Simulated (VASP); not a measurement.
# Co: single point with PBE

Crystal: Co.

```
Co
1.0
     0.00000   -1.77950   -1.77950
    -3.55900   -1.77950   -1.77950
     0.00000    1.77950   -1.77950
Co
2
Direct
  0.00000 0.00000 0.00000
  0.00000 0.50000 0.50000
```

This isn't the form of Co at room conditions, which is hcp.

* Program: VASP 6.6.1
* Task: single point
* Functional: PBE
* Potentials or basis: VASP PAW PBE potentials, release 64 (Co)
* Cutoff: 520 eV
* k mesh: 14 × 8 × 11
* Occupations: fermi-dirac, width 0.05 eV
* Spin: no spin polarisation
* Dipole correction: no
* Further INCAR settings: ALGO = Normal; EDIFF = 1e-06; NBANDS = 16; ISYM = 0

- Pressure: -18.6 GPa
- Band gap on the k mesh: zero (bands 9 and 10 overlap by 1.24 eV)

Levels at points of the mesh, in eV from the Fermi level:
```tsv
k point	band 6	band 7	band 8	band 9	band 10	band 11	band 12	band 13
(0.00, 0.00, 0.00)	-1.68	-0.50	-0.50	0.28	0.49	0.49	2.72	9.86
(0.50, 0.00, 0.00)	-1.73	-0.01	-0.01	0.29	0.29	0.29	0.29	6.50
(0.00, 0.50, 0.00)	-1.20	-0.77	-0.77	-0.77	-0.77	-0.12	-0.12	19.32
(0.50, 0.50, 0.00)	-2.16	-0.99	-0.99	-0.53	-0.53	1.80	1.80	11.91
```

Run time: 3.5 min on 1 thread of Intel(R) Xeon(R) Platinum 8259CL CPU @ 2.50GHz (Skylake/Cascade Lake), on a shared host, peak memory 0.29 GiB.

Caveat: the cell stands under tension; the run has no spin polarisation, though such a crystal can be magnetic. Spin polarisation is off, so any magnetic state and its effect on volume and gap are missing.
